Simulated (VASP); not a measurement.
Input of a VASP 6.6.1 run:

INCAR

```
SYSTEM = TaN
  PREC = Accurate
  ENCUT = 520
  EDIFF = 1E-7
  ISMEAR = 0
  SIGMA = 0.15
  LREAL = .FALSE.
  LASPH = .TRUE.
  NELM = 80
  ALGO = Normal
  ISIF = 2
  LWAVE = .FALSE.
  LCHARG = .TRUE.
  GGA = PS
  LELF = .TRUE.
  LVHAR = .TRUE.
  NBANDS = 24
```

KPOINTS

```
regular mesh
0
G
  18 18 10
  0 0 0
```

POSCAR

```
TaN
1.0
    3.0500010905      0.0000000000      0.0000000000
   -1.5250005453      2.6413784260      0.0000000000
    0.0000000000      0.0000000000      4.9894000000
Ta N
2 2
Direct
    0.3333333333      0.6666666667      0.0000000000
    0.6666666667      0.3333333333      0.5000000000
    0.3333333333      0.6666666667      0.3850000000
    0.6666666667      0.3333333333      0.8850000000
```

Potentials or basis: VASP PAW PBE potentials, release 64 (Ta_pv, N).

Launch:

```sh
$ cat potpaw_PBE.64/Ta_pv/POTCAR potpaw_PBE.64/N/POTCAR > POTCAR
$ mpirun -np 1 vasp_std > vasp.out
```

**Question.** Predict the largest force.

**Answer.** 2.818 eV/Å.

**Question.** Estimate the band gap on the k mesh.

**Answer.** Zero (bands 16 and 17 overlap by 2.84 eV).

**Question.** Estimate the pressure.

**Answer.** 123.0 GPa.

Stress tensor (GPa, compression positive):
```
133.02   0.00   0.00
  0.00 133.02   0.00
  0.00   0.00 102.88
```

Caveat: the cell differs from its parent crystal (strain +0.0100 x Voigt [0, 0, 1, 0, 0, 0]); the stress differs along the axes, from 103 to 133 GPa; the PAW data sets were made with another functional, which shifts forces and pressure a little; spin-orbit coupling is left out, which moves the levels of the heavy elements.
